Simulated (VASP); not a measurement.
# Ni3Ge in VASP: further runs, part 2 of 2

VASP 6.6.1. The steps go on from the part before.

## (4) Single point, r2SCAN (uniaxial strain along a: +3.0 %, then relaxed in part)

Contents of POSCAR:

```
Ni3Ge
1.0
    3.6385954003      0.0000000000      0.0000000000
    0.0000000000      3.4986231169      0.0000000000
    0.0000000000      0.0000000000      3.4986231169
Ni Ge
3 1
Direct
    0.5000000000      0.0000000000      0.5000000000
    0.0000000000      0.5000000000      0.5000000000
    0.5000000000      0.5000000000      0.0000000000
    0.0000000000      0.0000000000      0.0000000000
```

Contents of INCAR.step1:

```
SYSTEM = Ni3Ge
ALGO = Normal ; EDIFF = 1E-4
ENCUT = 520 ; GGA = PE
ISMEAR = 0 ; LASPH = .TRUE.
LCHARG = .FALSE. ; LREAL = .FALSE.
LWAVE = .TRUE. ; NBANDS = 30
NELM = 80 ; PREC = Accurate
SIGMA = 0.1
```

Contents of INCAR.step2:

```
SYSTEM = Ni3Ge
ALGO = Normal ; EDIFF = 1E-6
ENCUT = 520 ; ISIF = 2
ISMEAR = 0 ; ISTART = 1
LASPH = .TRUE. ; LCHARG = .FALSE.
LMIXTAU = .TRUE. ; LREAL = .FALSE.
LWAVE = .FALSE. ; METAGGA = R2SCAN
NBANDS = 30 ; NELM = 80
PREC = Accurate ; SIGMA = 0.1
```

Contents of KPOINTS:

```
k-points
0
G
  14 14 14
  0 0 0
```

Potentials or basis: VASP PAW PBE potentials, release 64 (Ni, Ge_d).

Launch:

```console
$ cat potpaw_PBE.64/Ni/POTCAR potpaw_PBE.64/Ge_d/POTCAR > POTCAR
$ cp INCAR.step1 INCAR
$ mpirun -np 1 vasp_std > vasp.out
$ cp INCAR.step2 INCAR
$ mpirun -np 1 vasp_std > vasp.out
```

OUTCAR:

```text
SYSTEM = Ni3Ge
   EDIFF = 1E-6
   ENCUT = 520
   ISIF = 2
   ISMEAR = 0
   ISTART = 1
   LASPH = .TRUE.
   LREAL = .FALSE.
   METAGGA = R2SCAN
   NELM = 80
   PREC = Accurate

 ion  position               nearest neighbor table
   1  0.500  0.000  0.500-   3 2.47   3 2.47   3 2.47   3 2.47   4 2.52   2 2.52   4 2.52   2 2.52
                             2 2.52   4 2.52   4 2.52   2 2.52
   2  0.000  0.500  0.500-   4 2.47   4 2.47   4 2.47   4 2.47   3 2.52   1 2.52   1 2.52   3 2.52
[... 999 lines left out ...]
  Direction    XX          YY          ZZ          XY          YZ          ZX
  --------------------------------------------------------------------------------------
  -------------------------------------------------------------------------------------
  Total       -1.5917635      0.0821399      0.0821399      0.0000000      0.0000000      0.0000000
  in kB      -57.2612776      2.9548592      2.9548592      0.0000000      0.0000000      0.0000000
  external PRESSURE =     -17.1171864 kB  Pullay stress =       0.0000000 kB

 VOLUME and BASIS-vectors are now :
 -----------------------------------------------------------------------------
  energy-cutoff  :      520.00
  volume of cell :       44.54
      direct lattice vectors                 reciprocal lattice vectors
     3.638595400  0.000000000  0.000000000     0.274831326  0.000000000  0.000000000
     0.000000000  3.498623117  0.000000000     0.000000000  0.285826729  0.000000000
     0.000000000  0.000000000  3.498623117     0.000000000  0.000000000  0.285826729

 POSITION                                       TOTAL-FORCE (eV/Angst)
 -----------------------------------------------------------------------------------
      1.81930      0.00000      1.74931         0.000000      0.000000      0.000000
      0.00000      1.74931      1.74931         0.000000      0.000000      0.000000
      1.81930      1.74931      0.00000         0.000000      0.000000      0.000000
      0.00000      0.00000      0.00000         0.000000      0.000000      0.000000
 -----------------------------------------------------------------------------------
    total drift:                                0.000000      0.000000      0.000000

  FREE ENERGIE OF THE ION-ELECTRON SYSTEM (eV)
  ---------------------------------------------------
  free  energy   TOTEN  =       -50.7284576574 eV

  energy  without entropy=      -50.7193043876  energy(sigma->0) =      -50.72388102
```

It took 17 min on 1 thread of Intel Xeon Platinum 8259CL at 2.50GHz (Skylake/Cascade Lake), shared host; peak memory 0.43 GiB.

Results:

```
Free energy            : -50.7285 eV
Pressure               : -1.7 GPa
Band gap on the k mesh : zero (bands 22 and 23 overlap by 0.38 eV)
```

Caveat: the cell differs from its parent crystal (uniaxial strain along a: +3.0 %, then relaxed in part); the PAW data sets were made with another functional, which shifts forces and pressure a little.

## (5) Single point, r2SCAN

This run uses another cell than the first one, of 11.18 Å³/atom.

Contents of POSCAR:

```
Ni3Ge
1.0
    3.5495791755      0.0000000000      0.0000000000
    0.0000000000      3.5495791755      0.0000000000
    0.0000000000      0.0000000000      3.5495791755
Ni Ge
3 1
Direct
    0.5000000000      0.0000000000      0.5000000000
    0.0000000000      0.5000000000      0.5000000000
    0.5000000000      0.5000000000      0.0000000000
    0.0000000000      0.0000000000      0.0000000000
```

Contents of INCAR.step1:

```
SYSTEM = Ni3Ge
PREC = Accurate ; ENCUT = 520
ISMEAR = 0 ; SIGMA = 0.1
LREAL = .FALSE. ; LASPH = .TRUE.
NELM = 60 ; NBANDS = 30
GGA = PE ; ALGO = Normal
EDIFF = 1E-4 ; LWAVE = .TRUE.
LCHARG = .FALSE.
```

Contents of INCAR.step2:

```
SYSTEM = Ni3Ge
PREC = Accurate ; ENCUT = 520
EDIFF = 1E-6 ; ISMEAR = 0
SIGMA = 0.1 ; LREAL = .FALSE.
LASPH = .TRUE. ; NELM = 60
ALGO = Normal ; ISIF = 2
LWAVE = .FALSE. ; LCHARG = .TRUE.
METAGGA = R2SCAN ; LMIXTAU = .TRUE.
LELF = .TRUE. ; LVHAR = .TRUE.
NBANDS = 30 ; ISTART = 1
```

Contents of KPOINTS:

```
Automatic mesh
0
G
  12 12 12
  0 0 0
```

Launch:

```console
$ cat potpaw_PBE.64/Ni/POTCAR potpaw_PBE.64/Ge_d/POTCAR > POTCAR
$ cp INCAR.step1 INCAR
$ mpirun -np 1 vasp_std > vasp.out
$ cp INCAR.step2 INCAR
$ mpirun -np 1 vasp_std > vasp.out
```

It took 5.3 min on 1 thread of Intel Xeon 8259CL, shared host; peak memory 0.24 GiB.

The run converged. Its results:

* Free energy: -50.7474 eV
* Pressure: -2.8 GPa
* Band gap on the k mesh: zero (bands 22 and 23 overlap by 0.26 eV)

Levels at points of the mesh, in eV from the Fermi level:
| k point | band 20 | band 21 | band 22 | band 23 | band 24 | band 25 |
| --- | --- | --- | --- | --- | --- | --- |
| (0.00, 0.00, 0.00) | -0.69 | -0.36 | 0.04 | 0.04 | 0.04 | 4.15 |
| (0.50, 0.00, 0.00) | -1.19 | -0.63 | 0.04 | 3.68 | 3.68 | 5.04 |
| (0.50, 0.50, 0.00) | -1.13 | -0.96 | -0.91 | 0.61 | 0.61 | 5.80 |
| (0.50, 0.50, 0.50) | -1.19 | -0.52 | -0.22 | -0.22 | -0.22 | 0.72 |

Caveat: the PAW data sets were made with another functional, which shifts forces and pressure a little. Spin polarisation is off, so any magnetic state and its effect on volume and gap are missing.

## (6) Summary

| cell | k mesh | gap on the mesh (eV) | pressure (GPa) |
| --- | --- | --- | --- |
| a = 3.480, b = 3.546, c = 3.546 Å, 4 atoms | 14 × 14 × 14 | none | 1.9 |
| a = 3.427, b = 3.427, c = 3.643 Å, 4 atoms | 14 × 14 × 14 | none | 7.7 |
| a = 3.639, b = 3.499, c = 3.499 Å, 4 atoms | 14 × 14 × 14 | none | -1.7 |
| a = 3.550 Å, 4 atoms | 12 × 12 × 12 | none | -2.8 |

Alike in all rows: task single point; level r2SCAN; potentials or basis VASP PAW PBE potentials, release 64 (Ni, Ge_d); no spin polarisation; cutoff (eV) 520; smearing gaussian 0.1 eV.

Caveats: the PAW data sets were made with another functional, which shifts forces and pressure a little; the cell stands under pressure (at least some runs).

Absolute energies hang on the potentials; compare differences alone.
